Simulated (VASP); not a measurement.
Wanted: the native input for a VASP 6.6.1 run.

```yaml
Task: single point
Functional: PBE
Dispersion: D3(BJ)
Potentials_or_basis: VASP PAW PBE potentials, release 64 (C, O, H)
Cutoff: 520 eV
k_mesh: 1 × 1 × 1
Occupations: fermi-dirac, width 0.02 eV
Spin: no spin polarisation
Dipole_correction: no
Further_INCAR_settings: LREAL = Auto; ALGO = Normal; EDIFF = 1e-06; NBANDS = 66
```

The structure of H4CO lies in POSCAR:

```
H4CO
1.0
    7.3803230000      0.0000000000      0.0000000000
    0.0000000000      7.3803230000      0.0000000000
    0.0000000000      0.0000000000      7.3803230000
C O H
6 6 24
Direct
    0.3041194809      0.9751876713      0.5402202587
    0.0946435542      0.7674731851      1.1212923879
    0.7786515577      0.2965046381      0.6736426034
    0.8550980763      0.4173801065      0.1780003396
    0.3701193024      0.1797075819      0.9420996886
    0.3770160195      0.4865776200      0.5471576244
    0.4606708948      0.8940530110      0.6208535859
    0.2691887604      0.6853223091      1.0849118663
    0.7882446337      0.1244660972      0.5650159214
    0.7988945741      0.2288788716      0.2006280755
    0.4395065094      0.1199947482      1.1209536493
    0.2264399539      0.5283779585      0.4432732822
    0.2445963408      0.8899204005      0.4407530673
    0.5594335099      0.9634402180      0.5629157423
    0.2061698384      1.0000239827      0.6553507211
    0.3381017335      1.1095584841      0.4910896176
   -0.0201075210      0.6817316803      1.0730018185
    0.3260968389      0.7431517564      0.9836154867
    0.0885733592      0.7764158832      1.2682642752
    0.0755793479      0.8940936596      1.0636797333
    0.6641850228      0.3714607071      0.6243629174
    0.8650298910      0.1678788313      0.4604676516
    0.7647361775      0.2700830302      0.8192866356
    0.9113286776      0.3687643481      0.6481152654
    0.9790492909      0.4445198401      0.2489592935
    0.6740626393      0.2237977931      0.1603046371
    0.8787013793      0.4534354391      0.0334809195
    0.7396966230      0.4876344843      0.2345832289
    0.4947615436      0.1817806619      0.8575369940
    0.3417330109      0.1437606457      1.2031722731
    0.2839035636      0.0844813974      0.8876169783
    0.3053524893      0.3189426804      0.9552020962
    0.3671519526      0.5937409514      0.6575999452
    0.2575497034      0.5129992278      0.3133738185
    0.3746583991      0.3491581602      0.6098513575
    0.4917670947      0.5236356187      0.4623239389
```

These files were run (other wordings do the same):

INCAR

```
PREC = Accurate ; ENCUT = 520
EDIFF = 1E-6 ; ISMEAR = -1
SIGMA = 0.02 ; LREAL = Auto
LASPH = True ; NELM = 80
ALGO = Normal ; ISIF = 2
LWAVE = False ; LCHARG = True
GGA = PE ; IVDW = 12
LELF = True ; LVHAR = True
NBANDS = 66
```

KPOINTS

```
regular mesh
0
Gamma
  1 1 1
```

Potentials or basis: VASP PAW PBE potentials, release 64 (C, O, H).

Command:

```sh
$ cat potpaw_PBE.64/C/POTCAR potpaw_PBE.64/O/POTCAR potpaw_PBE.64/H/POTCAR > POTCAR
$ mpirun -np 1 vasp_gam > vasp.out
```

Results of the run:

```json
{"Pressure": "0.6 GPa", "Largest force": "3.627 eV/Å", "Band gap on the k mesh": "4.49 eV", "Dispersion energy per atom": "-0.035 eV"}
```

Caveat: the k points lie up to 0.85 Å⁻¹ apart.

It took 59 s on 1 thread of Intel(R) Xeon(R) Platinum 8259CL CPU @ 2.50GHz (Skylake/Cascade Lake), with other jobs on the host, peak memory 0.39 GiB.
